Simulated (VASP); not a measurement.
# NiO in VASP: further runs, part 2 of 2

VASP 6.6.1. The steps go on from the part before.

## 3. Single point, PBE, collinear spin, ferromagnetic start

This run uses another cell than the first one, of 8.33 Å³/atom, 1.060 times its volume.

The input, INCAR:

```
SYSTEM = NiO
PREC     = Accurate       ! precision mode
ENCUT    = 600            ! plane-wave cutoff, eV
EDIFF    = 1E-6           ! SCF threshold, eV
ISMEAR   = -1             ! smearing method
SIGMA    = 0.05           ! smearing width, eV
LREAL    = .FALSE.        ! projectors in reciprocal space
LASPH    = .TRUE.         ! aspherical terms in the spheres
NELM     = 200            ! most SCF steps
ALGO     = Normal         ! electronic algorithm
ISIF     = 2              ! what is computed and relaxed
LWAVE    = .FALSE.        ! write WAVECAR
LCHARG   = .FALSE.        ! write CHGCAR
ISPIN    = 2              ! spin polarisation
MAGMOM   = 1 0            ! initial moments
LORBIT   = 11             ! projections on sites
LMAXMIX  = 4              ! l up to which the mixer works
GGA      = PE             ! functional
NBANDS   = 23             ! bands
GGA_COMPAT= .FALSE.
```

The input, KPOINTS:

```
Automatic mesh
0
G
  11 11 11
  0 0 0
```

The input, POSCAR:

```
NiO
1.0
    2.5537379567      0.0000000000      0.0000000000
    0.0000000000      2.5537379567      0.0000000000
    0.0000000000      0.0000000000      2.5537379567
Ni O
1 1
Direct
    0.0000000000      0.0000000000      0.0000000000
    0.5000000000      0.5000000000      0.5000000000
```

Potentials or basis: VASP PAW PBE potentials, release 64 (Ni_sv_GW, O).

Started as:

```console
$ cat potpaw_PBE.64/Ni_sv_GW/POTCAR potpaw_PBE.64/O/POTCAR > POTCAR
$ mpirun -np 1 vasp_std > vasp.out
```

OUTCAR:

```text
SYSTEM = NiO
   PREC = Accurate
   ENCUT = 600
   EDIFF = 1E-6
   ISMEAR = -1
   LREAL = .FALSE.
   LASPH = .TRUE.
   NELM = 200
   ISIF = 2
   ISPIN = 2
   LORBIT = 11
   GGA = PE

 ion  position               nearest neighbor table
   1  0.000  0.000  0.000-   2 2.21   2 2.21   2 2.21   2 2.21   2 2.21   2 2.21   2 2.21   2 2.21

   2  0.500  0.500  0.500-   1 2.21   1 2.21   1 2.21   1 2.21   1 2.21   1 2.21   1 2.21   1 2.21

  LATTYP: Found a simple cubic cell.
 ALAT       =     2.5537379567

  Lattice vectors:

 A1 = (   2.5537379567,   0.0000000000,   0.0000000000)
 A2 = (   0.0000000000,   2.5537379567,   0.0000000000)
 A3 = (   0.0000000000,   0.0000000000,   2.5537379567)

Analysis of symmetry for initial positions (statically):
=====================================================================
 Subroutine PRICEL returns:
 Original cell was already a primitive cell.

 Routine SETGRP: Setting up the symmetry group for a
 simple cubic supercell.

 Subroutine GETGRP returns: Found 48 space group operations
 (whereof 48 operations were pure point group operations)
 out of a pool of 48 trial point group operations.

The static configuration has the point symmetry O_h .

Analysis of symmetry for dynamics (positions and initial velocities):
=====================================================================
 Subroutine PRICEL returns:
 Original cell was already a primitive cell.

 Routine SETGRP: Setting up the symmetry group for a
 simple cubic supercell.

 Subroutine GETGRP returns: Found 48 space group operations
 (whereof 48 operations were pure point group operations)
 out of a pool of 48 trial point group operations.

The dynamic configuration has the point symmetry O_h .

Analysis of structural, dynamic, and magnetic symmetry:
[... 151 lines left out ...]
  ---------------------------------------------------
  ext. energy  EPLUGINS =         0.00000000
  ---------------------------------------------------
  free energy    TOTEN  =       -11.37632595 eV

  energy without entropy =      -11.35161087  energy(sigma->0) =      -11.36396841

 E-fermi :   7.8156     XC(G=0): -13.7684

 val. band max:        7.8150838722   @ k =   0.4545   0.3636   0.2727
 cond. band min:       7.8260093322   @ k =   0.4545   0.0909   0.0909
 fundamental gap:      0.0109254600
 Fermi energy:         7.8155977663

 spin component 1

 k-point     1 :       0.0000    0.0000    0.0000
  band No.  band energies     occupation
      1     -96.4171      1.00000
      2     -56.7711      1.00000
      3     -56.7711      1.00000
      4     -56.7711      1.00000
      5     -12.9536      1.00000
      6       3.9548      1.00000
[... 613 lines left out ...]
     22      39.2507      0.00000
     23      43.4679      0.00000

 [... further k-points ...]

 spin component 2

 k-point     1 :       0.0000    0.0000    0.0000
  band No.  band energies     occupation
      1     -94.8148      1.00000
      2     -55.2102      1.00000
      3     -55.2102      1.00000
      4     -55.2102      1.00000
      5     -12.3246      1.00000
      6       4.9480      1.00000
[... 613 lines left out ...]
     22      39.4364      0.00000
     23      43.6744      0.00000

 [... further k-points ...]

------------------------ aborting loop because EDIFF is reached ----------------------------------------

  FORCE on cell =-STRESS in cart. coord.  units (eV):
  Direction    XX          YY          ZZ          XY          YZ          ZX
  --------------------------------------------------------------------------------------
  -------------------------------------------------------------------------------------
  Total        1.1817346      1.1817346      1.1817346      0.0000000      0.0000000     -0.0000000
  in kB      113.6845753    113.6845753    113.6845753      0.0000000      0.0000000     -0.0000000
  external PRESSURE =     113.6845753 kB  Pullay stress =       0.0000000 kB

 VOLUME and BASIS-vectors are now :
 -----------------------------------------------------------------------------
  energy-cutoff  :      600.00
  volume of cell :       16.65
      direct lattice vectors                 reciprocal lattice vectors
     2.553737957  0.000000000  0.000000000     0.391582855  0.000000000  0.000000000
     0.000000000  2.553737957  0.000000000     0.000000000  0.391582855  0.000000000
     0.000000000  0.000000000  2.553737957     0.000000000  0.000000000  0.391582855

 POSITION                                       TOTAL-FORCE (eV/Angst)
 -----------------------------------------------------------------------------------
      0.00000      0.00000      0.00000         0.000000      0.000000      0.000000
      1.27687      1.27687      1.27687         0.000000      0.000000      0.000000
 -----------------------------------------------------------------------------------
    total drift:                                0.000000      0.000000      0.000000

  FREE ENERGIE OF THE ION-ELECTRON SYSTEM (eV)
  ---------------------------------------------------
  free  energy   TOTEN  =       -11.3763259535 eV

  energy  without entropy=      -11.3516108734  energy(sigma->0) =      -11.36396841

 total charge

# of ion       s       p       d       f       tot
--------------------------------------------------
    1        2.153   6.224   7.826   0.008  16.211
    2        1.594   3.322   0.000   0.000   4.916
--------------------------------------------------
tot          3.747   9.546   7.826   0.008  21.127

 magnetization (x)

# of ion       s       p       d       f       tot
--------------------------------------------------
    1       -0.004  -0.003   1.306   0.000   1.300
    2        0.008   0.421   0.000   0.000   0.429
--------------------------------------------------
tot          0.004   0.418   1.306   0.000   1.729
```

Run time: 31 s. Hardware: 1 thread of Intel Xeon 6975P-C (Granite Rapids), shared host; peak memory 0.17 GiB.

Results:

```
Free energy                                           : -11.3763 eV
Pressure                                              : 11.4 GPa
Net moment                                            : 1.74 μB per cell
Site moments                                          : Ni +1.30; O +0.43 μB
Valence electrons inside the program's atomic spheres : Ni 16.21; O 4.92
```

Levels at points of the mesh, in eV from the Fermi level:
Spin up:
```tsv
k point	band 11	band 12	band 13	band 14	band 15	band 16
(0.00, 0.00, 0.00)	-1.81	-1.81	-1.81	1.25	16.13	16.13
```
Spin down:
| k point | band 7 | band 8 | band 9 | band 10 | band 11 | band 12 | band 13 | band 14 | band 15 | band 16 |
| --- | --- | --- | --- | --- | --- | --- | --- | --- | --- | --- |
| (0.00, 0.00, 0.00) | -2.87 | -2.07 | -2.07 | -2.07 | -0.28 | -0.28 | -0.28 | 1.65 | 16.42 | 16.42 |

Caveat: a cell with one magnetic atom can't hold antiferromagnetic order, which such compounds often take; semilocal functionals often make such compounds metallic where correlation or magnetic order opens a gap, which also shifts bond lengths.

## 4. Single point, PBE, collinear spin, ferromagnetic start (atoms moved at random)

The input, INCAR:

```
ALGO = Normal
EDIFF = 1E-6
ENCUT = 520
GGA = PE
ISIF = 2
ISMEAR = -1
ISPIN = 2
LASPH = T
LCHARG = F
LMAXMIX = 4
LORBIT = 11
LREAL = F
LWAVE = F
MAGMOM = 1 0
NBANDS = 19
NELM = 150
PREC = Accurate
SIGMA = 0.05
```

The input, KPOINTS:

```
k-points
0
Gamma
  11 11 11
```

The input, POSCAR:

```
NiO
1.0
    2.5046153800      0.0000000000      0.0000000000
    0.0000000000      2.5046153800      0.0000000000
    0.0000000000      0.0000000000      2.5046153800
Ni O
1 1
Direct
    0.0131410000      0.0027990000     -0.0037370000
    0.4834500000      0.5023120000      0.5003710000
```

Potentials or basis: VASP PAW PBE potentials, release 64 (Ni, O).

Started as:

```console
$ cat potpaw_PBE.64/Ni/POTCAR potpaw_PBE.64/O/POTCAR > POTCAR
$ mpirun -np 1 vasp_std > vasp.out
```

OUTCAR:

```text
EDIFF = 1E-6
   ENCUT = 520
   GGA = PE
   ISIF = 2
   ISMEAR = -1
   ISPIN = 2
   LASPH = T
   LORBIT = 11
   LREAL = F
   NELM = 150
   PREC = Accurate

 ion  position               nearest neighbor table
   1  0.013  0.003  0.996-   2 2.12   2 2.12   2 2.13   2 2.13   2 2.21   2 2.21   2 2.22   2 2.22

   2  0.483  0.502  0.500-   1 2.12   1 2.12   1 2.13   1 2.13   1 2.21   1 2.21   1 2.22   1 2.22

  LATTYP: Found a simple cubic cell.
 ALAT       =     2.5046153800

  Lattice vectors:

 A1 = (   2.5046153800,   0.0000000000,   0.0000000000)
 A2 = (   0.0000000000,   2.5046153800,   0.0000000000)
 A3 = (   0.0000000000,   0.0000000000,   2.5046153800)

Analysis of symmetry for initial positions (statically):
=====================================================================
 Subroutine PRICEL returns:
 Original cell was already a primitive cell.

 Routine SETGRP: Setting up the symmetry group for a
 simple cubic supercell.

 Subroutine GETGRP returns: Found  1 space group operations
[... 726 lines left out ...]
      6       7.2774      1.00000
[... 517 lines left out ...]
     18      41.9387      0.00000
     19      46.9082      0.00000

 [... further k-points ...]

------------------------ aborting loop because EDIFF is reached ----------------------------------------

  FORCE on cell =-STRESS in cart. coord.  units (eV):
  Direction    XX          YY          ZZ          XY          YZ          ZX
  --------------------------------------------------------------------------------------
  -------------------------------------------------------------------------------------
  Total        2.4791931      2.5094802      2.5088615      0.0006974     -0.0001438     -0.0058016
  in kB      252.8120715    255.9005507    255.8374590      0.0711167     -0.0146594     -0.5916065
  external PRESSURE =     254.8500271 kB  Pullay stress =       0.0000000 kB

 VOLUME and BASIS-vectors are now :
 -----------------------------------------------------------------------------
  energy-cutoff  :      520.00
  volume of cell :       15.71
      direct lattice vectors                 reciprocal lattice vectors
     2.504615380  0.000000000  0.000000000     0.399262900  0.000000000  0.000000000
     0.000000000  2.504615380  0.000000000     0.000000000  0.399262900  0.000000000
     0.000000000  0.000000000  2.504615380     0.000000000  0.000000000  0.399262900

 POSITION                                       TOTAL-FORCE (eV/Angst)
 -----------------------------------------------------------------------------------
      0.03291      0.00701      2.49526        -0.099207     -0.001697      0.015162
      1.21086      1.25810      1.25324         0.099207      0.001697     -0.015162
 -----------------------------------------------------------------------------------
    total drift:                               -0.000202      0.000173     -0.000235

  FREE ENERGIE OF THE ION-ELECTRON SYSTEM (eV)
  ---------------------------------------------------
  free  energy   TOTEN  =       -10.3333241596 eV

  energy  without entropy=      -10.3073938290  energy(sigma->0) =      -10.32035899

 total charge

# of ion       s       p       d       tot
------------------------------------------
    1        0.345   0.448   8.386   9.179
    2        1.604   3.323   0.000   4.927
--------------------------------------------------
tot          1.949   3.771   8.386  14.106

 magnetization (x)

# of ion       s       p       d       tot
------------------------------------------
    1       -0.004  -0.002   0.545   0.540
    2        0.003   0.143   0.000   0.146
--------------------------------------------------
tot         -0.001   0.141   0.545   0.686
```

OSZICAR:

```text
N       E                     dE             d eps       ncg     rms          rms(c)
DAV:   1     0.819769924218E+02    0.81977E+02   -0.69770E+03 55190   0.108E+03
DAV:   2    -0.828999623903E+01   -0.90267E+02   -0.79069E+02 52575   0.239E+02
[... 37 lines left out ...]
DAV:  40    -0.103335060047E+02    0.14839E-04   -0.98565E-07 32631   0.212E-02    0.569E-02
DAV:  41    -0.103334096022E+02    0.96403E-04   -0.54677E-05 63802   0.153E-01    0.434E-02
DAV:  42    -0.103333457605E+02    0.63842E-04   -0.49833E-05 66282   0.134E-01    0.346E-02
DAV:  43    -0.103333301517E+02    0.15609E-04   -0.92384E-06 73480   0.435E-02    0.321E-02
DAV:  44    -0.103333243764E+02    0.57753E-05   -0.90273E-07 32694   0.163E-02    0.314E-02
DAV:  45    -0.103333241596E+02    0.21677E-06   -0.38354E-07 29304   0.493E-03
   1 F= -.10333324E+02 E0= -.10320359E+02  d E =-.259303E-01  mag=     0.6994
```

stdout:

```text
POSCAR found type information on POSCAR NiO
 POSCAR found :  2 types and       2 ions
 scaLAPACK will be used
 LDA part: xc-table for (Slater+PW92), standard interpolation
 POSCAR, INCAR and KPOINTS ok, starting setup
 FFT: planning ... GRIDC
 FFT: planning ... GRID_SOFT
 FFT: planning ... GRID
 WAVECAR not read
 entering main loop
```

Run time: 9.6 min. Hardware: 1 thread of Intel Xeon 6975P-C (Granite Rapids), shared host; peak memory 0.41 GiB.

Results:

```
Free energy                                           : -10.3333 eV
Pressure                                              : 25.5 GPa
Largest force                                         : 0.100 eV/Å
Net moment                                            : 0.70 μB per cell
Site moments                                          : Ni +0.54; O +0.15 μB
Valence electrons inside the program's atomic spheres : Ni 9.18; O 4.93
```

Forces on the atoms (eV/Å):
```
Ni  -0.099 -0.002  0.015
O    0.099  0.002 -0.015
```

Stress tensor (GPa, compression positive):
```
25.28  0.01 -0.06
 0.01 25.59  0.00
-0.06  0.00 25.58
```

Caveat: the cell differs from its parent crystal (atoms moved at random); a cell with one magnetic atom can't hold antiferromagnetic order, which such compounds often take; semilocal functionals often make such compounds metallic where correlation or magnetic order opens a gap, which also shifts bond lengths.

## 5. Single point, PBE, collinear spin, ferromagnetic start

This run uses another cell than the first one, of 7.54 Å³/atom, 0.960 times its volume.

The input, INCAR:

```
  ALGO = Normal
  EDIFF = 1E-6
  ENCUT = 600
  GGA = PE
  GGA_COMPAT = F
  ISIF = 2
  ISMEAR = -1
  ISPIN = 2
  LASPH = T
  LCHARG = F
  LMAXMIX = 4
  LORBIT = 11
  LREAL = F
  LWAVE = F
  MAGMOM = 1 0
  NBANDS = 19
  NELM = 200
  PREC = Accurate
  SIGMA = 0.05
```

KPOINTS is that of step 4.

The input, POSCAR:

```
NiO
1.0
    2.4707650767      0.0000000000      0.0000000000
    0.0000000000      2.4707650767      0.0000000000
    0.0000000000      0.0000000000      2.4707650767
Ni O
1 1
Direct
    0.0000000000      0.0000000000      0.0000000000
    0.5000000000      0.5000000000      0.5000000000
```

Started as:

```console
$ cat potpaw_PBE.64/Ni/POTCAR potpaw_PBE.64/O/POTCAR > POTCAR
$ mpirun -np 1 vasp_std > vasp.out
```

Wall time 46 s (1 thread of Intel Xeon 6975P-C (Granite Rapids), shared host); peak memory 0.14 GiB.

The run converged. Its results:

```yaml
Free_energy: -10.2232 eV
Pressure: 37.0 GPa
Band_gap_on_the_k_mesh: zero (filled and empty bands overlap)
Net_moment: 0.00 μB per cell
Valence_electrons_inside_the_program's_atomic_spheres: Ni 9.27; O 4.94
```

Levels at points of the mesh, in eV from the Fermi level:
Spin up:
```
           k point  band 5  band 6  band 7  band 8  band 9  band 10  band 11  band 12
(0.00, 0.00, 0.00)   -3.15   -3.15   -0.90   -0.90   -0.90     2.17    16.95    16.95
```
Spin down:
| k point | band 4 | band 5 | band 6 | band 7 | band 8 | band 9 | band 10 | band 11 | band 12 | band 13 |
| --- | --- | --- | --- | --- | --- | --- | --- | --- | --- | --- |
| (0.00, 0.00, 0.00) | -3.16 | -3.16 | -3.16 | -0.90 | -0.90 | -0.90 | 2.17 | 16.95 | 16.95 | 22.88 |

Caveat: semilocal functionals often make such compounds metallic where correlation or magnetic order opens a gap, which also shifts bond lengths. With open d or f shells a metallic result of PBE can be an artefact of self-interaction; +U or a hybrid may open a gap.

## 6. Summary

| potentials or basis | cell | cutoff (eV) | second run | gap on the mesh (eV) | pressure (GPa) | moment (μB) |
| --- | --- | --- | --- | --- | --- | --- |
| VASP PAW PBE potentials, release 64 (Ni, O) | a = 2.505 Å, 2 atoms | 520 | - | none | 25.5 | 0.70 |
| VASP PAW PBE potentials, release 64 (Ni_sv_GW, O) | a = 2.554 Å, 2 atoms | 600 | valence_matched | none | 11.4 | 1.74 |
| VASP PAW PBE potentials, release 64 (Ni, O) | a = 2.471 Å, 2 atoms | 600 | - | none | 37.0 | 0.00 |

Some of these runs hold the atoms at other places in the same cell, which the table doesn't show; runs alike in all that it shows share one row.

Alike in all rows: task single point; level PBE; spin collinear, ferromagnetic start; k mesh 11 × 11 × 11; smearing fermi-dirac 0.05 eV.

Caveats: semilocal functionals often make such compounds metallic where correlation or magnetic order opens a gap, which also shifts bond lengths; a cell with one magnetic atom can't hold antiferromagnetic order, which such compounds often take (some runs).

Absolute energies hang on the potentials; compare differences alone.
